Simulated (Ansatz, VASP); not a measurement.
**As2Se in VASP and in Ansatz**

The input INCAR:

```
SYSTEM = As2Se
  PREC = Accurate
  ENCUT = 520
  EDIFF = 1E-6
  ISMEAR = 0
  SIGMA = 0.15
  LREAL = .False.
  LASPH = .True.
  NELM = 80
  ALGO = Fast
  ISIF = 2
  LWAVE = .False.
  LCHARG = .False.
  GGA = PS
  NBANDS = 25
```

Contents of KPOINTS:

```
Automatic mesh
0
Gamma
  12 12 12
  0 0 0
```

File POSCAR:

```
As2Se
1.0
   -3.5175316230      3.5175316230      2.5454159077
    3.5175316230     -3.5175316230      2.5454159077
    3.5175316230      3.5175316230     -2.5454159077
As Se
4 2
Direct
    0.8750000000      0.1250000000      0.7500000000
    0.3750000000      0.1250000000      0.2500000000
    0.8750000000      0.6250000000      0.7500000000
    0.8750000000      0.1250000000      0.2500000000
    0.5000000000      0.5000000000      0.0000000000
    0.2500000000      0.7500000000      0.5000000000
```

Input for Ansatz:

```yaml
crystal:
  lattice:
    - [-3.517531623, 3.517531623, 2.5454159077]
    - [3.517531623, -3.517531623, 2.5454159077]
    - [3.517531623, 3.517531623, -2.5454159077]
  atoms:
    - { symbol: As, position: [0.875, 0.125, 0.75] }
    - { symbol: As, position: [0.375, 0.125, 0.25] }
    - { symbol: As, position: [0.875, 0.625, 0.75] }
    - { symbol: As, position: [0.875, 0.125, 0.25] }
    - { symbol: Se, position: [0.5, 0.5, 0.0] }
    - { symbol: Se, position: [0.25, 0.75, 0.5] }
basis:
  ecutwfc: 420
kpoints:
  mp_grid: { grid: [12, 12, 12] }
hamiltonian:
  xc: pbesol
scf:
  occupations: { method: gaussian, width: 0.15 }
output:
  forces: true
  stress: true
  eigenvalues: true
```

Alike in both runs: task single point; functional PBEsol; k mesh 12 × 12 × 12; occupations gaussian, width 0.15 eV; no spin polarisation.

|  | VASP | Ansatz |
| --- | --- | --- |
| version | VASP 6.6.1 | Ansatz 0.2.0 |
| potentials or method | VASP PAW PBE potentials, release 64 (As, Se), cutoff 520 eV | scalar-relativistic, plane waves, PAW |
| valence electrons in the cell | 32 | 92 |

|  | VASP | Ansatz | Ansatz less VASP |
| --- | --- | --- | --- |
| gap on the k mesh at the Fermi level (eV) | none | none | - |
| pressure (GPa) | 1.1 | 0.9 | -0.24 |
| traceless stress, the component that is largest in VASP (GPa) | 2.62 | 2.55 | -0.062 |

VASP's potentials were made for PBE, not for PBEsol. A gap of «none» marks a metal or a gap that the smearing closes. With one functional, cell and mesh, what is left measures potentials, basis and numerics. VASP's potentials hold 32 valence electrons a cell and Ansatz's 92, so a difference there can come from the potentials and not from the codes.
